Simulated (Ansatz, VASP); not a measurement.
## One calculation of GaN, two programs

```
Ga N
1.0
     0.00000    2.29393    2.19917
     2.29393    0.00000    2.19917
     2.29393    2.29393    0.00000
Ga N
1 1
Direct
  0.00000 0.00000 0.00000
  0.25000 0.25000 0.25000
```

Change from the starting cell: epitaxial_xy strain +2.0%.

Alike in both runs: task single point; functional r2SCAN; k mesh 10 × 10 × 10; no spin polarisation.

|  | VASP | Ansatz |
| --- | --- | --- |
| version | VASP 6.6.1 | Ansatz 0.2.0 |
| potentials or method | VASP PAW PBE potentials, release 64 (Ga_d, N) | plane waves, PAW |
| plane-wave cutoff (eV) | 520 | 500 |
| occupations | gaussian, width 0.01 eV | fixed |
| valence electrons in the cell | 18 | 18 |

|  | VASP | Ansatz | Ansatz less VASP |
| --- | --- | --- | --- |
| gap on the k mesh at the Fermi level (eV) | 1.92 | 1.93 | +0.007 |
| pressure (GPa) | -2.3 | -3.4 | -1.10 |
| traceless stress, the component that is largest in VASP (GPa) | 3.33 | 3.40 | +0.073 |

VASP's potentials were made for PBE, not for r2SCAN.
